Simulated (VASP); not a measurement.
# TaN (P-6m2) in VASP: further runs, part 2 of 2

VASP 6.6.1.

## Step 6: Single point, PBEsol

This run uses another cell than the first one, of 11.35 Å³/atom, 1.145 times its volume.

INCAR

```
SYSTEM = TaN
PREC = Accurate
ENCUT = 520
EDIFF = 1E-7
ISMEAR = -1
SIGMA = 0.1
LREAL = .FALSE.
LASPH = .TRUE.
NELM = 80
ALGO = Normal
ISIF = 2
LWAVE = .FALSE.
LCHARG = .FALSE.
GGA = PS
NBANDS = 15
```

KPOINTS

```
Automatic mesh
0
G
  11 11 10
  0 0 0
```

POSCAR

```
TaN
1.0
    2.9893291292      0.0000000000      0.0000000000
   -1.4946645646      2.5888353362      0.0000000000
    0.0000000000      0.0000000000      2.9333682367
Ta N
1 1
Direct
    0.3333333333      0.6666666667      0.5000000000
    0.0000000000      0.0000000000      0.0000000000
```

Potentials or basis: VASP PAW PBE potentials, release 64 (Ta_pv, N).

Launch:

```bash
> cat potpaw_PBE.64/Ta_pv/POTCAR potpaw_PBE.64/N/POTCAR > POTCAR
> mpirun -np 1 vasp_std > vasp.out
```

Wall time 43 s (1 thread of Intel Xeon 6975P-C, shared host); peak memory 0.16 GiB.

It converged, with:

```
Free energy            : -23.7153 eV
Pressure               : -20.1 GPa
Band gap on the k mesh : zero (band 8 reaches 7.93 eV, above the bottom of band 9 at 7.47 eV)
```

Stress tensor (GPa, compression positive):
```
-19.44   0.00   0.00
  0.00 -19.44   0.00
  0.00   0.00 -21.55
```

Levels at points of the mesh, in eV from the Fermi level:
| k point | band 5 | band 6 | band 7 | band 8 | band 9 | band 10 | band 11 | band 12 |
| --- | --- | --- | --- | --- | --- | --- | --- | --- |
| (0.00, 0.00, 0.00) | -4.34 | -4.34 | -4.00 | -2.85 | 1.82 | 3.36 | 3.36 | 3.68 |
| (0.00, 0.00, 0.50) | -9.07 | -3.57 | -3.57 | -0.10 | -0.10 | 2.28 | 3.14 | 3.14 |

Caveat: the PAW data sets were made with another functional, which shifts forces and pressure a little; spin-orbit coupling is left out, which moves the levels of the heavy elements.

## Step 7: Single point, PBEsol

This run uses another cell than the first one, of 11.64 Å³/atom, 1.174 times its volume.

INCAR

```
SYSTEM = TaN
ALGO = Normal
EDIFF = 1E-6
ENCUT = 520
GGA = PS
ISIF = 2
ISMEAR = -1
LASPH = .True.
LCHARG = .False.
LREAL = .False.
LWAVE = .False.
NBANDS = 15
NELM = 60
PREC = Accurate
SIGMA = 0.1
```

KPOINTS

```
k-points
0
Gamma
  11 11 10
  0 0 0
```

POSCAR

```
TaN
1.0
    3.0143455988      0.0000000000      0.0000000000
   -1.5071727994      2.6105002375      0.0000000000
    0.0000000000      0.0000000000      2.9579163926
Ta N
1 1
Direct
    0.3333333333      0.6666666667      0.5000000000
    0.0000000000      0.0000000000      0.0000000000
```

Potentials or basis: VASP PAW PBE potentials, release 64 (Ta_pv, N).

Launch:

```bash
> cat potpaw_PBE.64/Ta_pv/POTCAR potpaw_PBE.64/N/POTCAR > POTCAR
> mpirun -np 1 vasp_std > vasp.out
```

OUTCAR:

```text
SYSTEM = TaN
   EDIFF = 1E-6
   ENCUT = 520
   GGA = PS
   ISIF = 2
   ISMEAR = -1
   LASPH = .True.
   LREAL = .False.
   NELM = 60
   PREC = Accurate

 ion  position               nearest neighbor table
   1  0.333  0.667  0.500-   2 2.28   2 2.28   2 2.28   2 2.28   2 2.28   2 2.28
   2  0.000  0.000  0.000-   1 2.28   1 2.28   1 2.28   1 2.28   1 2.28   1 2.28

  LATTYP: Found a hexagonal cell.
 ALAT       =     3.0143455988
 C/A-ratio  =     0.9812797822

  Lattice vectors:

 A1 = (   3.0143455988,   0.0000000000,   0.0000000000)
 A2 = (  -1.5071727994,   2.6105002375,   0.0000000000)
 A3 = (   0.0000000000,   0.0000000000,   2.9579163926)

Analysis of symmetry for initial positions (statically):
=====================================================================
 Subroutine PRICEL returns:
 Original cell was already a primitive cell.

 Routine SETGRP: Setting up the symmetry group for a
 hexagonal supercell.

 Subroutine GETGRP returns: Found 12 space group operations
 (whereof 12 operations were pure point group operations)
 out of a pool of 24 trial point group operations.

The static configuration has the point symmetry D_3h.

Analysis of symmetry for dynamics (positions and initial velocities):
=====================================================================
 Subroutine PRICEL returns:
 Original cell was already a primitive cell.

 Routine SETGRP: Setting up the symmetry group for a
 hexagonal supercell.

 Subroutine GETGRP returns: Found 12 space group operations
 (whereof 12 operations were pure point group operations)
 out of a pool of 24 trial point group operations.

The dynamic configuration has the point symmetry D_3h.

 Subroutine INISYM returns: Found 12 space group operations
 (whereof 12 operations are pure point group operations),
 and found     1 'primitive' translations

----------------------------------------------------------------------------------------

                                     Primitive cell

  volume of cell :      23.2757

  direct lattice vectors                    reciprocal lattice vectors
     3.014345599  0.000000000  0.000000000     0.331746964  0.191534171  0.000000000
    -1.507172799  2.610500238  0.000000000     0.000000000  0.383068343  0.000000000
     0.000000000  0.000000000  2.957916393     0.000000000  0.000000000  0.338075817

  length of vectors
     3.014345599  3.014345922  2.957916393     0.383068384  0.383068343  0.338075817

  position of ions in fractional coordinates (direct lattice)
     0.333333333  0.666666667  0.500000000
     0.000000000  0.000000000  0.000000000

  ion indices of the primitive-cell ions
   primitive index   ion index
                 1           1
                 2           2

----------------------------------------------------------------------------------------

 KPOINTS: k-points

Automatic generation of k-mesh.
 Grid dimensions read from file:
 generate k-points for:   11   11   10

 Generating k-lattice:

  Cartesian coordinates                     Fractional coordinates (reciprocal lattice)
     0.030158815  0.017412197  0.000000000     0.090909091  0.000000000  0.000000000
[... 40 lines left out ...]
 [... further k-points ...]
   k-points           NKPTS =     96   k-points in BZ     NKDIM =     96   number of bands    NBANDS=     15
   number of dos      NEDOS =    301   number of ions     NIONS =      2
   total plane-waves  NPLWV =  13824
   dimension x,y,z NGX =    24 NGY =   24 NGZ =   24
   dimension x,y,z NGXF=    48 NGYF=   48 NGZF=   48
   ions per type =               1   1
   NGX,Y,Z   is equivalent  to a cutoff of  13.24, 13.24, 13.49 a.u.
   NGXF,Y,Z  is equivalent  to a cutoff of  26.47, 26.47, 26.98 a.u.
 SYSTEM =  TaN
   PREC   = accura    normal or accurate (medium, high low for compatibility)
   ISTART =      0    job   : 0-new  1-cont  2-samecut
   ICHARG =      2    charge: 1-file 2-atom 10-const
   ISPIN  =      1    spin polarized calculation?
   LNONCOLLINEAR =      F non collinear calculations
   LSORBIT =      F    spin-orbit coupling
   LASPH  =      T    aspherical Exc in radial PAW
   ENCUT  =  520.0 eV  38.22 Ry    6.18 a.u.   5.60  5.60  5.50*2*pi/ulx,y,z
   NELM   =     60;   NELMIN=  2; NELMDL= -5     # of ELM steps
   EDIFF  = 0.1E-05   stopping-criterion for ELM
   LREAL  =      F    real-space projection
   EDIFFG = 0.1E-04   stopping-criterion for IOM
   NSW    =      0    number of steps for IOM
   IBRION =     -1    ionic relax: 0-MD 1-quasi-New 2-CG
   NFREE  =      0    steps in history (QN), initial steepest desc. (CG)
   ISIF   =      2    stress and relaxation
   ISYM   =      2    0-nonsym 1-usesym 2-fastsym
   POTIM  = 0.5000    time-step for ionic-motion
   TEBEG  =    0.0;   TEEND  =   0.0 temperature during run
   PSTRESS=    0.0 pullay stress
   NELECT =      16.0000    total number of electrons
   NUPDOWN=      -1.0000    fix difference up-down
   EMIN   =  10.00;   EMAX   =-10.00  energy-range for DOS
   EFERMI =   0.00;   METHOD = LEGACY
   ISMEAR =    -1;   SIGMA  =   0.10  broadening in eV -4-tet -1-fermi 0-gaus
   EFERMI_NEDOS =   21; number of points for ismear=-14 and -15
   IALGO  =     38    algorithm
   IMIX   =      4    mixing-type and parameters
     AMIX     =   0.40;   BMIX     =  1.00
     AMIX_MAG =   1.60;   BMIX_MAG =  1.00
  volume/ion in A,a.u.               =      11.64        78.54
  Fermi-wavevector in a.u.,A,eV,Ry     =   1.444821  2.730315 28.402252  2.087507
  Thomas-Fermi vector in A             =   2.563072
   LORBIT       =      0    0 simple, 1 ext, 2 COOP (PROOUT), +10 PAW based schemes
   GGA     = PS    functional components
   LHFCALC =     F    Hartree Fock is set to
   AEXX    =    0.0000 exact exchange contribution
   IVDW    =     0    specifies the selected vdW correction
   LEPSILON=     F    determine dielectric tensor
   LRPA    =     F    only Hartree local field effects (RPA)
 non-spin polarized calculation
  energy-cutoff  :      520.00
  volume of cell :       23.28
 maximum number of plane-waves:       647
 NGX is ok and might be reduce to    24
   NGX = 11   NGY = 11   NGZ = 11

 number of electron      16.0000000 magnetization

 Free energy of the ion-electron system (eV)
  ---------------------------------------------------
  ext. energy  EPLUGINS =         0.00000000
  ---------------------------------------------------
  free energy    TOTEN  =       -23.63162286 eV

  energy without entropy =      -23.62875871  energy(sigma->0) =      -23.63019078

 E-fermi :   7.3079     XC(G=0): -13.0897

 val. band max:        7.2958158350   @ k =   0.0000   0.0000   0.4000
 cond. band min:       7.4802407766   @ k =   0.0909  -0.0000   0.5000
 fundamental gap:      0.1844249416
 Fermi energy:         7.3078988934

 k-point     1 :       0.0000    0.0000    0.0000
  band No.  band energies     occupation
      1     -27.6996      2.00000
      2     -27.4659      2.00000
      3     -27.4659      2.00000
      4      -9.8485      2.00000
      5       3.0746      2.00000
      6       3.0746      2.00000
      7       3.4204      2.00000
      8       4.5002      2.00000
      9       8.9516      0.00000
     10      10.5602      0.00000
     11      10.5602      0.00000
     12      10.8572      0.00000
     13      10.8572      0.00000
     14      19.8153      0.00000
[... 401 lines left out ...]
      2     -27.7146      2.00000
      3     -27.5594      2.00000
      4      -8.8271      2.00000
      5       1.1297      2.00000
      6       2.7456      2.00000
      7       3.5850      2.00000
      8       4.9182      2.00000
      9       8.9633      0.00000
     10       9.9405      0.00000
     11      11.0339      0.00000
     12      11.7203      0.00000
     13      12.7409      0.00000
     14      19.5697      0.00000
     15      20.4034      0.00000

 [... further k-points ...]

------------------------ aborting loop because EDIFF is reached ----------------------------------------

  FORCE on cell =-STRESS in cart. coord.  units (eV):
  Direction    XX          YY          ZZ          XY          YZ          ZX
  --------------------------------------------------------------------------------------
  -------------------------------------------------------------------------------------
  Total       -3.7233763     -3.7233774     -4.1392811      0.0000000     -0.0000000      0.0000000
  in kB     -256.2977790   -256.2978522   -284.9264905      0.0000000     -0.0000000      0.0000000
  external PRESSURE =    -265.8407072 kB  Pullay stress =       0.0000000 kB

 VOLUME and BASIS-vectors are now :
 -----------------------------------------------------------------------------
  energy-cutoff  :      520.00
  volume of cell :       23.28
      direct lattice vectors                 reciprocal lattice vectors
     3.014345599  0.000000000  0.000000000     0.331746964  0.191534171  0.000000000
    -1.507172799  2.610500238  0.000000000     0.000000000  0.383068343  0.000000000
     0.000000000  0.000000000  2.957916393     0.000000000  0.000000000  0.338075817

 POSITION                                       TOTAL-FORCE (eV/Angst)
 -----------------------------------------------------------------------------------
     -0.00000      1.74033      1.47896        -0.000000      0.000000      0.000000
      0.00000      0.00000      0.00000         0.000000      0.000000      0.000000
 -----------------------------------------------------------------------------------
    total drift:                                0.000000      0.000005     -0.000000

  FREE ENERGIE OF THE ION-ELECTRON SYSTEM (eV)
  ---------------------------------------------------
  free  energy   TOTEN  =       -23.6316228567 eV

  energy  without entropy=      -23.6287587085  energy(sigma->0) =      -23.63019078
```

stdout:

```text
POSCAR found type information on POSCAR TaN
 POSCAR found :  2 types and       2 ions
 scaLAPACK will be used
 -----------------------------------------------------------------------------
|                                                                             |
|                                                                             |
|     You enforced a specific xc type in the INCAR file but a different       |
|     I HOPE YOU KNOW WHAT YOU ARE DOING!                                     |
|                                                                             |
 -----------------------------------------------------------------------------

 LDA part: xc-table for (Slater+PW92), standard interpolation
 POSCAR, INCAR and KPOINTS ok, starting setup
 FFT: planning ... GRIDC
 FFT: planning ... GRID_SOFT
 FFT: planning ... GRID
 WAVECAR not read
 entering main loop
```

It took 40 s on 1 thread of Intel Xeon 6975P-C, shared host; peak memory 0.16 GiB.

Results:

* Free energy: -23.6316 eV
* Pressure: -26.6 GPa
* Band gap on the k mesh: zero (band 8 reaches 7.67 eV, above the bottom of band 9 at 7.22 eV)

Stress tensor (GPa, compression positive):
```
-25.63   0.00   0.00
  0.00 -25.63   0.00
  0.00   0.00 -28.49
```

Levels at points of the mesh, in eV from the Fermi level:
```
           k point  band 6  band 7  band 8  band 9  band 10  band 11
(0.00, 0.00, 0.00)   -4.23   -3.89   -2.81    1.64     3.25     3.25
(0.00, 0.00, 0.50)   -3.48   -3.48   -0.09   -0.09     2.21     3.07
```

Caveat: the PAW data sets were made with another functional, which shifts forces and pressure a little; spin-orbit coupling is left out, which moves the levels of the heavy elements.

## Step 8: Summary

| cell | gap on the mesh (eV) | pressure (GPa) |
| --- | --- | --- |
| a = 2.857, b = 2.857, c = 2.804 Å, angles 90.0, 90.0, 120.0°, 2 atoms | none | 30.6 |
| a = 2.885, b = 2.885, c = 2.831 Å, angles 90.0, 90.0, 120.0°, 2 atoms | none | 17.4 |
| a = 2.912, b = 2.912, c = 2.857 Å, angles 90.0, 90.0, 120.0°, 2 atoms | none | 5.9 |
| a = 2.964, b = 2.964, c = 2.908 Å, angles 90.0, 90.0, 120.0°, 2 atoms | none | -12.7 |
| a = 2.989, b = 2.989, c = 2.933 Å, angles 90.0, 90.0, 120.0°, 2 atoms | none | -20.1 |
| a = 3.014, b = 3.014, c = 2.958 Å, angles 90.0, 90.0, 120.0°, 2 atoms | none | -26.6 |

Alike in all rows: task single point; level PBEsol; potentials or basis VASP PAW PBE potentials, release 64 (Ta_pv, N); no spin polarisation; k mesh 11 × 11 × 10; cutoff (eV) 520; smearing fermi-dirac 0.1 eV.

Caveats: the PAW data sets were made with another functional, which shifts forces and pressure a little; spin-orbit coupling is left out, which moves the levels of the heavy elements.

Absolute energies hang on the potentials; compare differences alone.
